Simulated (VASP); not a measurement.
A run of VASP 6.6.1:

Contents of POSCAR:

```
LiCl
1.0
    0.0000000000      2.5560369887      2.5560369887
    2.5560369887      0.0000000000      2.5560369887
    2.5560369887      2.5560369887      0.0000000000
Li Cl
1 1
Direct
    0.0000000000      0.0000000000      0.0000000000
    0.5000000000      0.5000000000      0.5000000000
```

File INCAR.step1:

```
SYSTEM = LiCl
  PREC = Accurate
  ENCUT = 520
  ISMEAR = 0
  SIGMA = 0.01
  LREAL = .False.
  LASPH = .True.
  NELM = 100
  NBANDS = 12
  GGA = PE
  ALGO = Normal
  EDIFF = 1E-4
  LWAVE = .True.
  LCHARG = .False.
```

Contents of INCAR.step2:

```
SYSTEM = LiCl
  PREC = Accurate
  ENCUT = 520
  EDIFF = 1E-6
  ISMEAR = 0
  SIGMA = 0.01
  LREAL = .False.
  LASPH = .True.
  NELM = 100
  ALGO = Normal
  ISIF = 2
  LWAVE = .False.
  LCHARG = .False.
  METAGGA = R2SCAN
  LMIXTAU = .True.
  NBANDS = 12
  ISTART = 1
```

KPOINTS

```
Automatic mesh
0
Gamma
  6 6 6
  0 0 0
```

Potentials or basis: VASP PAW PBE potentials, release 64 (Li_sv, Cl).

Run with:

```bash
$ cat potpaw_PBE.64/Li_sv/POTCAR potpaw_PBE.64/Cl/POTCAR > POTCAR
$ cp INCAR.step1 INCAR
$ mpirun -np 1 vasp_std > vasp.out
$ cp INCAR.step2 INCAR
$ mpirun -np 1 vasp_std > vasp.out
```

Hardware: 1 thread of Intel(R) Xeon(R) Platinum 8375C CPU @ 2.90GHz (Ice Lake), on a shared host.

Question: Estimate the wall time of this run.

Answer: It took 26 s on 1 thread of Intel(R) Xeon(R) Platinum 8375C CPU @ 2.90GHz (Ice Lake) (shared host), peak memory 0.15 GiB. Counts: k points 16.
